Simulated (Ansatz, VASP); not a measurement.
# One calculation of Bi, two programs

The input INCAR:

```
ALGO = Normal
EDIFF = 1E-6
ENCUT = 500
GGA = PS
GGA_COMPAT = F
ISIF = 2
ISMEAR = 1
LASPH = T
LCHARG = T
LELF = T
LREAL = F
LVHAR = T
LWAVE = F
NBANDS = 22
NELM = 120
PREC = Accurate
SIGMA = 0.1
```

The input KPOINTS:

```
k-points
0
Gamma
  1 1 2
```

Contents of POSCAR:

```
Bi
1.0
    3.4885980000     -3.1325780000      0.0000000000
    3.4885980000      3.1325780000      0.0000000000
   -1.2602350000      0.0000000000      3.1135500000
Bi
2
Direct
    0.2469390000      0.2469390000      0.1426180000
    0.7530610000      0.7530610000      0.8573820000
```

Input for Ansatz:

```yaml
crystal:
  lattice:
    - [3.488598, -3.132578, 0.0]
    - [3.488598, 3.132578, 0.0]
    - [-1.260235, 0.0, 3.11355]
  atoms:
    - { symbol: Bi, position: [0.246939, 0.246939, 0.142618] }
    - { symbol: Bi, position: [0.753061, 0.753061, 0.857382] }
basis:
  ecutwfc: "44 Ry"
kpoints:
  mp_grid: { grid: [1, 1, 2] }
  band_path: { path: [[0, 0, 0], [0.5, 0, 0], [0.5, 0.5, 0.5]], npoints: 4 }
hamiltonian:
  xc: pbesol
  pseudopotentials: { kind: paw, source: ansatz }
scf:
  occupations: { method: methfessel_paxton }
  n_extra_bands: 20
output:
  forces: true
  stress: true
  eigenvalues: true
```

Alike in both runs: task single point; functional PBEsol; k mesh 1 × 1 × 2; no spin polarisation.

```csv
,VASP,Ansatz
version,VASP 6.6.1,Ansatz 0.2.0
potentials or method,"VASP PAW PBE potentials, release 64 (Bi_d), cutoff 500 eV","scalar-relativistic, plane waves, PAW (harder set)"
occupations,"methfessel-paxton of order 1, width 0.1 eV",methfessel-paxton of order 1
valence electrons in the cell,30,46
```

VASP gave:

* gap on the k mesh at the Fermi level (eV): none
* pressure (GPa): 5.2
* traceless stress, the component that is largest in VASP (GPa): -13.82
* rms of the force components (eV/Å): 1.211

Q: Estimate Ansatz's values.

A: gap on the k mesh at the Fermi level (eV): none; pressure (GPa): 5.3; traceless stress, the component that is largest in VASP (GPa): -13.84; rms of the force components (eV/Å): 1.208.

VASP's potentials were made for PBE, not for PBEsol. Atom by atom the forces differ by 0.004 eV/Å (rms over components). A gap of «none» marks a metal or a gap that the smearing closes. VASP's potentials hold 30 valence electrons a cell and Ansatz's 46, so a difference there can come from the potentials and not from the codes.

The k mesh is coarse, so the values compare programs but aren't converged. Neither program's run includes spin-orbit coupling.
